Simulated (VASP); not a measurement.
# Re (Fm-3m) in VASP: a series of runs

Re is run at these levels: PBEsol; tasks: single point.

Everything below comes from runs of VASP 6.6.1. Logs are shortened: lines on timing, memory, paths and dates and some standing lists are left out, and cuts for length are marked.

## Step 1: The cell of the first run

Symmetry: Fm-3m, No. 225, cubic system. Conventional cell: a = 3.919 Å, b = 3.919 Å, c = 3.919 Å, α = 90.00°, β = 90.00°, γ = 90.00°. Within 3.7 Å of Re (site symmetry m-3m) lie 12 Re at 2.77 Å.

This isn't the form of Re at room conditions, which is hcp.

## Step 2: Single point, PBEsol (15.05 Å³/atom)

Contents of INCAR:

```
SYSTEM = Re
PREC     = Accurate       ! precision mode
ENCUT    = 520            ! plane-wave cutoff, eV
EDIFF    = 1E-7           ! SCF threshold, eV
ISMEAR   = 0              ! smearing method
SIGMA    = 0.1            ! smearing width, eV
LREAL    = .False.        ! projectors in reciprocal space
LASPH    = .True.         ! aspherical terms in the spheres
NELM     = 60             ! most SCF steps
ALGO     = Normal         ! electronic algorithm
ISIF     = 2              ! what is computed and relaxed
LWAVE    = .False.        ! write WAVECAR
LCHARG   = .False.        ! write CHGCAR
GGA      = PS             ! functional
NBANDS   = 10             ! bands
```

Contents of KPOINTS:

```
regular mesh
0
Gamma
  18 18 18
  0 0 0
```

Contents of POSCAR:

```
Re
1.0
    0.0000000000      1.9594894081      1.9594894081
    1.9594894081      0.0000000000      1.9594894081
    1.9594894081      1.9594894081      0.0000000000
Re
1
Direct
    0.0000000000      0.0000000000      0.0000000000
```

Potentials or basis: VASP PAW PBE potentials, release 64 (Re).

On the command line:

```
cat potpaw_PBE.64/Re/POTCAR > POTCAR
mpirun -np 1 vasp_std > vasp.out
```

OUTCAR:

```text
SYSTEM = Re
   PREC = Accurate
   ENCUT = 520
   EDIFF = 1E-7
   ISMEAR = 0
   LREAL = .False.
   LASPH = .True.
   NELM = 60
   ISIF = 2
   GGA = PS

 ion  position               nearest neighbor table
   1  0.000  0.000  0.000-

  LATTYP: Found a face centered cubic cell.
 ALAT       =     3.9189788162

  Lattice vectors:

 A1 = (   0.0000000000,   1.9594894081,   1.9594894081)
 A2 = (   1.9594894081,   0.0000000000,   1.9594894081)
 A3 = (   1.9594894081,   1.9594894081,   0.0000000000)

Analysis of symmetry for initial positions (statically):
=====================================================================
 Subroutine PRICEL returns:
 Original cell was already a primitive cell.

 Routine SETGRP: Setting up the symmetry group for a
 face centered cubic supercell.

 Subroutine GETGRP returns: Found 48 space group operations
 (whereof 48 operations were pure point group operations)
 out of a pool of 48 trial point group operations.

The static configuration has the point symmetry O_h .

Analysis of symmetry for dynamics (positions and initial velocities):
=====================================================================
 Subroutine PRICEL returns:
 Original cell was already a primitive cell.

 Routine SETGRP: Setting up the symmetry group for a
 face centered cubic supercell.

 Subroutine GETGRP returns: Found 48 space group operations
 (whereof 48 operations were pure point group operations)
 out of a pool of 48 trial point group operations.

The dynamic configuration has the point symmetry O_h .

 Subroutine INISYM returns: Found 48 space group operations
 (whereof 48 operations are pure point group operations),
 and found     1 'primitive' translations

----------------------------------------------------------------------------------------

                                     Primitive cell

  volume of cell :      15.0473

  direct lattice vectors                    reciprocal lattice vectors
     0.000000000  1.959489408  1.959489408    -0.255168514  0.255168514  0.255168514
     1.959489408  0.000000000  1.959489408     0.255168514 -0.255168514  0.255168514
     1.959489408  1.959489408  0.000000000     0.255168514  0.255168514 -0.255168514

  length of vectors
     2.771136496  2.771136496  2.771136496     0.441964830  0.441964830  0.441964830

  position of ions in fractional coordinates (direct lattice)
     0.000000000  0.000000000  0.000000000

  ion indices of the primitive-cell ions
   primitive index   ion index
                 1           1
[... 72 lines left out ...]
   EDIFF  = 0.1E-06   stopping-criterion for ELM
   LREAL  =      F    real-space projection
   EDIFFG = 0.1E-05   stopping-criterion for IOM
   NSW    =      0    number of steps for IOM
   IBRION =     -1    ionic relax: 0-MD 1-quasi-New 2-CG
   NFREE  =      0    steps in history (QN), initial steepest desc. (CG)
   ISIF   =      2    stress and relaxation
   ISYM   =      2    0-nonsym 1-usesym 2-fastsym
   POTIM  = 0.5000    time-step for ionic-motion
   TEBEG  =    0.0;   TEEND  =   0.0 temperature during run
   PSTRESS=    0.0 pullay stress
   NELECT =       7.0000    total number of electrons
   NUPDOWN=      -1.0000    fix difference up-down
   EMIN   =  10.00;   EMAX   =-10.00  energy-range for DOS
   EFERMI =   0.00;   METHOD = LEGACY
   ISMEAR =     0;   SIGMA  =   0.10  broadening in eV -4-tet -1-fermi 0-gaus
   EFERMI_NEDOS =   21; number of points for ismear=-14 and -15
   IALGO  =     38    algorithm
   IMIX   =      4    mixing-type and parameters
     AMIX     =   0.40;   BMIX     =  1.00
     AMIX_MAG =   1.60;   BMIX_MAG =  1.00
  volume/ion in A,a.u.               =      15.05       101.54
  Fermi-wavevector in a.u.,A,eV,Ry     =   1.268493  2.397103 21.892772  1.609073
  Thomas-Fermi vector in A             =   2.401584
   LORBIT       =      0    0 simple, 1 ext, 2 COOP (PROOUT), +10 PAW based schemes
   GGA     = PS    functional components
   LHFCALC =     F    Hartree Fock is set to
   AEXX    =    0.0000 exact exchange contribution
   IVDW    =     0    specifies the selected vdW correction
   LEPSILON=     F    determine dielectric tensor
   LRPA    =     F    only Hartree local field effects (RPA)
 non-spin polarized calculation
 Gauss-broadening in eV      SIGMA  =   0.10
  energy-cutoff  :      520.00
  volume of cell :       15.05
 maximum number of plane-waves:       419
 NGX is ok and might be reduce to    24
   NGX = 11   NGY = 11   NGZ = 11

 number of electron       7.0000001 magnetization

 Free energy of the ion-electron system (eV)
  ---------------------------------------------------
  ext. energy  EPLUGINS =         0.00000000
  ---------------------------------------------------
  free energy    TOTEN  =       -13.28699756 eV

  energy without entropy =      -13.28256089  energy(sigma->0) =      -13.28477922

 E-fermi :   7.6940     XC(G=0): -13.6989

 val. band max:        7.6733437691   @ k =   0.4444   0.2222   0.0000
 cond. band min:       7.7061021078   @ k =   0.4444   0.3889   0.0556
 fundamental gap:      0.0327583387
 Fermi energy:         7.6940186540

 k-point     1 :       0.0000    0.0000    0.0000
  band No.  band energies     occupation
      1      -2.2960      2.00000
      2       5.8473      2.00000
      3       5.8473      2.00000
      4       5.8473      2.00000
      5       8.9275      0.00000
      6       8.9275      0.00000
      7      21.6417      0.00000
      8      27.1431      0.00000
      9      27.1431      0.00000
     10      27.1431      0.00000
[... 287 lines left out ...]
 k-point    24 :      -0.2222    0.0556    0.0000
  band No.  band energies     occupation
      1      -0.0244      2.00000
      2       4.9043      2.00000
      3       6.2938      2.00000
      4       6.4258      2.00000
      5       8.5172      0.00000
      6       9.5338      0.00000
      7      21.9333      0.00000
      8      25.2988      0.00000
      9      29.9467      0.00000
     10      31.1569      0.00000

 [... further k-points ...]
[... 5 lines left out ...]
  --------------------------------------------------------------------------------------
  -------------------------------------------------------------------------------------
  Total       -1.0402940     -1.0402940     -1.0402940      0.0000000      0.0000000      0.0000000
  in kB     -110.7663743   -110.7663743   -110.7663743      0.0000000      0.0000000      0.0000000
  external PRESSURE =    -110.7663743 kB  Pullay stress =       0.0000000 kB

 VOLUME and BASIS-vectors are now :
 -----------------------------------------------------------------------------
  energy-cutoff  :      520.00
  volume of cell :       15.05
      direct lattice vectors                 reciprocal lattice vectors
     0.000000000  1.959489408  1.959489408    -0.255168514  0.255168514  0.255168514
     1.959489408  0.000000000  1.959489408     0.255168514 -0.255168514  0.255168514
     1.959489408  1.959489408  0.000000000     0.255168514  0.255168514 -0.255168514

 POSITION                                       TOTAL-FORCE (eV/Angst)
 -----------------------------------------------------------------------------------
      0.00000      0.00000      0.00000         0.000000      0.000000      0.000000
 -----------------------------------------------------------------------------------
    total drift:                                0.000000     -0.000000     -0.000000

  FREE ENERGIE OF THE ION-ELECTRON SYSTEM (eV)
  ---------------------------------------------------
  free  energy   TOTEN  =       -13.2869975555 eV

  energy  without entropy=      -13.2825608896  energy(sigma->0) =      -13.28477922
```

stdout:

```text
POSCAR found type information on POSCAR Re
 POSCAR found :  1 types and       1 ions
 scaLAPACK will be used
 -----------------------------------------------------------------------------
|                                                                             |
|                                                                             |
|     You enforced a specific xc type in the INCAR file but a different       |
|     I HOPE YOU KNOW WHAT YOU ARE DOING!                                     |
|                                                                             |
 -----------------------------------------------------------------------------

 LDA part: xc-table for (Slater+PW92), standard interpolation
 POSCAR, INCAR and KPOINTS ok, starting setup
 FFT: planning ... GRIDC
 FFT: planning ... GRID_SOFT
 FFT: planning ... GRID
 WAVECAR not read
 entering main loop
```

It took 65 s on 1 thread of Intel Xeon 8259CL, shared host; peak memory 0.16 GiB.

What came out:

| Quantity | Value |
| --- | --- |
| Free energy | -13.2870 eV |
| Pressure | -11.1 GPa |
| Band gap on the k mesh | zero (an odd number of electrons rules out a gap without spin polarisation) |

Levels at points of the mesh, in eV from the Fermi level:
```csv
k point,band 1,band 2,band 3,band 4,band 5,band 6,band 7,band 8
"(0.00, 0.00, 0.00)",-9.99,-1.85,-1.85,-1.85,1.23,1.23,13.95,19.45
"(0.50, 0.00, 0.00)",-6.72,-2.05,-2.05,0.19,3.71,3.71,9.64,13.43
"(0.50, 0.50, 0.00)",-6.64,-5.78,2.72,3.66,4.44,4.44,12.11,12.11
```

Caveat: the cell stands under tension; the PAW data sets were made with another functional, which shifts forces and pressure a little; spin-orbit coupling is left out, which moves the levels of the heavy elements.

(Part 1 of 2 ends here.)
